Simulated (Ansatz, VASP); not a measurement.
# Ti: VASP beside Ansatz

INCAR

```
SYSTEM = Ti
  PREC = Accurate
  ENCUT = 520
  EDIFF = 1E-7
  ISMEAR = 0
  SIGMA = 0.15
  LREAL = .False.
  LASPH = .True.
  NELM = 100
  ALGO = Fast
  ISIF = 2
  LWAVE = .False.
  LCHARG = .True.
  GGA = CA
  LELF = .True.
  LVHAR = .True.
  NBANDS = 12
```

The input KPOINTS:

```
regular mesh
0
Gamma
  22 22 22
  0 0 0
```

The input POSCAR:

```
Ti
1.0
    0.0000000000      2.3653273716      1.4882639822
    2.3653273716      0.0000000000      1.4882639822
    2.3653273716      2.3653273716      0.0000000000
Ti
1
Direct
    0.0000000000      0.0000000000      0.0000000000
```

Input for Ansatz:

```yaml
crystal:
  lattice:
    - [0.0, 2.3653273716, 1.4882639822]
    - [2.3653273716, 0.0, 1.4882639822]
    - [2.3653273716, 2.3653273716, 0.0]
  atoms:
    - { symbol: Ti, position: [0.0, 0.0, 0.0] }
basis:
  ecutwfc: 520.0
kpoints:
  mp_grid: { grid: [22, 22, 22] }
hamiltonian:
  xc: lda
  pseudopotentials: { kind: paw, azcp: { folder: soft_1 } }
scf:
  occupations: { method: gaussian, width: 0.15 }
output:
  forces: true
  stress: true
  eigenvalues: true
```

Alike in both runs: task single point; functional LDA; k mesh 22 × 22 × 22; occupations gaussian, width 0.15 eV; no spin polarisation.

```csv
,VASP,Ansatz
version,VASP 6.6.1,Ansatz 0.2.0
potentials or method,"VASP PAW LDA potentials, release 64 (Ti_sv), cutoff 520 eV","scalar-relativistic, plane waves, PAW"
valence electrons in the cell,12,12
```

```csv
,VASP,Ansatz,Ansatz less VASP
gap on the k mesh at the Fermi level (eV),none,none,-
pressure (GPa),-5.4,-5.3,+0.10
"traceless stress, the component that is largest in VASP (GPa)",-1.44,-1.40,+0.043
```

Ansatz warns that its potentials were made for another functional, while VASP's fit it. LDA's correlation is that of Perdew and Zunger in VASP and of Perdew and Wang (1992) in Ansatz. A gap of «none» marks a metal or a gap that the smearing closes.
